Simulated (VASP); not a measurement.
A run of VASP 6.6.1 is set up as follows.

The input INCAR:

```
PREC = Accurate ; ENCUT = 600
EDIFF = 1E-7 ; ISMEAR = 0
SIGMA = 0.1 ; LREAL = F
LASPH = T ; NELM = 80
ALGO = Fast ; ISIF = 3
LWAVE = F ; LCHARG = F
GGA = PE ; IBRION = 2
NSW = 100 ; EDIFFG = -0.01
```

File KPOINTS:

```
regular mesh
0
Gamma
  24 24 20
```

POSCAR

```
GeN
1.0
    2.9818013882      0.0000000000      0.0000000000
   -1.4909006941      2.5823157512      0.0000000000
    0.0000000000      0.0000000000      2.9082957941
Ge N
1 1
Direct
    0.0000000000      0.0000000000      0.0000000000
    0.6666666667      0.3333333333      0.5000000000
```

Potentials or basis: VASP PAW PBE potentials, release 64 (Ge_d, N).

Launch:

```console
$ cat potpaw_PBE.64/Ge_d/POTCAR potpaw_PBE.64/N/POTCAR > POTCAR
$ mpirun -np 1 vasp_std > vasp.out
```

**Question.** What does it give for the space group after relaxing (to 0.1 Å)?

**Answer.** P-6m2 (No. 187).

**Question.** Predict the relaxed cell.

**Answer.** a = 3.018 Å, b = 3.018 Å, c = 2.859 Å, α = 90.00°, β = 90.00°, γ = 120.00°.

**Question.** What does it give for the relaxed volume?

**Answer.** 11.27 Å³/atom.

The path:
```tsv
step	energy change (eV)	largest force (eV/Å)	pressure (GPa)	volume (Å³)
1	0.0000	0.0000	-0.33	22.39
2	-0.0064	0.0000	2.79	22.30
3	-0.0192	0.0000	1.21	22.35
4	-0.0200	0.0000	-0.33	22.59
5	-0.0200	0.0000	0.04	22.55
```

Caveat: an odd number of electrons without spin polarisation forces a metal; a magnetic or distorted state may lie lower.
